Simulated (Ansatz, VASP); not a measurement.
Two plane-wave programs on BN

The input INCAR:

```
PREC = Accurate ; ENCUT = 520
EDIFF = 1E-6 ; ISMEAR = 0
SIGMA = 0.02 ; LREAL = F
LASPH = T ; NELM = 100
ALGO = Normal ; ISIF = 2
LWAVE = F ; LCHARG = T
GGA = PE ; LELF = T
LVHAR = T ; NBANDS = 16
```

Contents of KPOINTS:

```
Automatic mesh
0
Gamma
  12 12 4
```

Contents of POSCAR:

```
BN
1.0
    2.4087148200      0.0000000000      0.0000000000
   -1.2043574100      2.0860082246      0.0000000000
    0.0000000000      0.0000000000      7.0072493400
B N
2 2
Direct
    0.3333333333      0.6666666667      0.2500000000
    0.6666666667      0.3333333333      0.7500000000
    0.3333333333      0.6666666667      0.7500000000
    0.6666666667      0.3333333333      0.2500000000
```

Input for Ansatz:

```yaml
crystal:
  lattice:
    - [2.40871482, 0.0, 0.0]
    - [-1.20435741, 2.0860082246, 0.0]
    - [0.0, 0.0, 7.00724934]
  atoms:
    - { symbol: B, position: [0.3333333333, 0.6666666667, 0.25] }
    - { symbol: B, position: [0.6666666667, 0.3333333333, 0.75] }
    - { symbol: "N", position: [0.3333333333, 0.6666666667, 0.75] }
    - { symbol: "N", position: [0.6666666667, 0.3333333333, 0.25] }
basis:
  ecutwfc: 420
kpoints:
  mp_grid: { grid: [12, 12, 4] }
hamiltonian:
  xc: pbe
scf:
  occupations: { method: gaussian, width: 0.02 }
output:
  forces: true
  stress: true
  eigenvalues: true
```

Alike in both runs: task single point; functional PBE; k mesh 12 × 12 × 4; occupations gaussian, width 0.02 eV; no spin polarisation.

```csv
,VASP,Ansatz
version,VASP 6.6.1,Ansatz 0.2.0
potentials or method,"VASP PAW PBE potentials, release 64 (B, N), cutoff 520 eV","scalar-relativistic, plane waves, PAW"
valence electrons in the cell,16,16
```

|  | VASP | Ansatz | Ansatz less VASP |
| --- | --- | --- | --- |
| gap on the k mesh at the Fermi level (eV) | 4.55 | 4.56 | +0.010 |
| least direct gap on the mesh (eV) | 4.95 | 4.96 | +0.004 |
| pressure (GPa) | 34.5 | 34.5 | -0.06 |
| traceless stress, the component that is largest in VASP (GPa) | -33.06 | -32.83 | +0.233 |

Both programs put the cell under a high pressure, so it lies far from rest at this level.
